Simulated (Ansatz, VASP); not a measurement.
Two plane-wave programs on C

File INCAR:

```
SYSTEM = C
  ALGO = Normal
  EDIFF = 1E-6
  ENCUT = 520
  GGA = PE
  ISIF = 2
  ISMEAR = 0
  IVDW = 12
  LASPH = .TRUE.
  LCHARG = .TRUE.
  LELF = .TRUE.
  LREAL = .FALSE.
  LVHAR = .TRUE.
  LWAVE = .FALSE.
  NBANDS = 11
  NELM = 80
  PREC = Accurate
  SIGMA = 0.15
```

File KPOINTS:

```
k-points
0
G
  21 21 12
  0 0 0
```

POSCAR

```
C
1.0
    2.4030435525      0.0000000000      0.0000000000
   -1.2015217762      2.0810967628      0.0000000000
    0.0000000000      0.0000000000      3.4826705289
C
2
Direct
    0.3239632741      0.6479265481      0.0000000000
    0.6760367259      0.3520734519      0.0000000000
```

Input for Ansatz:

```yaml
crystal:
  lattice:
    - [2.4030435525, 0.0, 0.0]
    - [-1.2015217762, 2.0810967628, 0.0]
    - [0.0, 0.0, 3.4826705289]
  atoms:
    - { symbol: C, position: [0.3239632741, 0.6479265481, 0.0] }
    - { symbol: C, position: [0.6760367259, 0.3520734519, 0.0] }
basis:
  ecutwfc: 520.0
kpoints:
  mp_grid: { grid: [21, 21, 12] }
hamiltonian:
  xc: pbe
  pseudopotentials: { kind: paw, azcp: { folder: soft_1 } }
  dispersion: d3bj
scf:
  occupations: { method: gaussian, width: 0.15 }
output:
  forces: true
  stress: true
  eigenvalues: true
```

Change from the starting cell: mode 6 frozen in at -0.040 Å, equal normal strain along x, y and z -0.0250.

Alike in both runs: task single point; functional PBE; dispersion D3(BJ); k mesh 21 × 21 × 12; occupations gaussian, width 0.15 eV; no spin polarisation.

|  | VASP | Ansatz |
| --- | --- | --- |
| version | VASP 6.6.1 | Ansatz 0.2.0 |
| potentials or method | VASP PAW PBE potentials, release 64 (C), cutoff 520 eV | scalar-relativistic, plane waves, PAW |
| valence electrons in the cell | 8 | 8 |

Ansatz gave:

```
gap on the k mesh at the Fermi level (eV)                     : none
pressure (GPa)                                                : 27.2
traceless stress, the component that is largest in VASP (GPa) : -26.57
rms of the force components (eV/Å)                            : 2.619
```

Task: Estimate VASP's values.

Result: gap on the k mesh at the Fermi level (eV): none; pressure (GPa): 27.6; traceless stress, the component that is largest in VASP (GPa): -27.07; rms of the force components (eV/Å): 2.616.

Atom by atom the forces differ by 0.003 eV/Å (rms over components). A gap of «none» marks a metal or a gap that the smearing closes.
